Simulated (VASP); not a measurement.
The system is In2BAs3.

```
B As In
1.0
    -1.95017    5.85052    2.75796
     1.95017   -5.85052    2.75796
     1.95017    5.85052   -2.75796
B As In
1 3 2
Direct
  0.00000 0.00000 0.00000
  0.75000 0.25000 0.50000
  0.41667 0.25000 0.16667
  0.08333 0.25000 0.83333
  0.66667 0.00000 0.66667
  0.33333 0.00000 0.33333
```

| Quantity | Value |
| --- | --- |
| Program | VASP 6.6.1 |
| Task | relaxation of cell and atoms |
| Functional | PBE |
| Potentials or basis | VASP PAW PBE potentials, release 64 (B, As, In_d) |
| Cutoff | 500 eV |
| k mesh | 8 × 8 × 8 |
| Occupations | fermi-dirac, width 0.02 eV |
| Spin | no spin polarisation |

At the start: pressure 17.5 GPa; volume 20.98 Å³/atom.

**Question.** Where does the relaxation end?

**Answer.** Over 19 steps the energy falls by 549.0 meV/atom and the volume is 23.50 Å³/atom (+12.0 %); space group Imm2 (No. 44, to 0.1 Å) before and after.

Step by step:
| step | energy change (eV) | largest force (eV/Å) | pressure (GPa) | volume (Å³) |
| --- | --- | --- | --- | --- |
| 1 | 0.0000 | 5.0937 | 17.54 | 125.87 |
| 2 | -2.0114 | 1.1539 | -7.76 | 172.52 |
| 3 | -2.3531 | 1.8505 | -3.96 | 156.50 |
| 4 | -2.9806 | 1.2545 | -2.70 | 149.07 |
| 5 | -3.2439 | 0.4167 | 0.58 | 140.56 |
| 6 | -3.2535 | 0.2453 | -0.28 | 142.23 |
| 7 | -3.2547 | 0.2449 | -0.09 | 141.83 |
| 8 | -3.2757 | 0.2109 | -0.01 | 141.25 |
| 9 | -3.2768 | 0.2284 | 0.02 | 141.09 |
| 10 | -3.2885 | 0.0948 | 0.02 | 140.88 |
| 11 | -3.2901 | 0.0822 | 0.03 | 140.77 |
| 12 | -3.2916 | 0.0673 | -0.01 | 140.85 |
| 13 | -3.2929 | 0.0811 | -0.07 | 141.01 |
| 14 | -3.2930 | 0.0927 | -0.08 | 141.05 |
| 15 | -3.2937 | 0.0218 | 0.11 | 140.74 |
| 16 | -3.2937 | 0.0222 | 0.10 | 140.76 |
| 17 | -3.2938 | 0.0130 | -0.06 | 141.12 |
| 18 | -3.2938 | 0.0123 | -0.01 | 141.01 |
| 19 | -3.2938 | 0.0020 | 0.00 | 140.98 |

Final structure:
```
B As In
1.0
    -1.99047    6.03657    2.93323
     1.99047   -6.03657    2.93323
     1.99047    6.03657   -2.93323
B As In
1 3 2
Direct
  0.01153 0.01153 0.00000
  0.81784 0.31784 0.50000
  0.35256 0.20889 0.14366
  0.06523 0.20889 0.85634
  0.66094 0.00142 0.65953
  0.34189 0.00142 0.34047
```
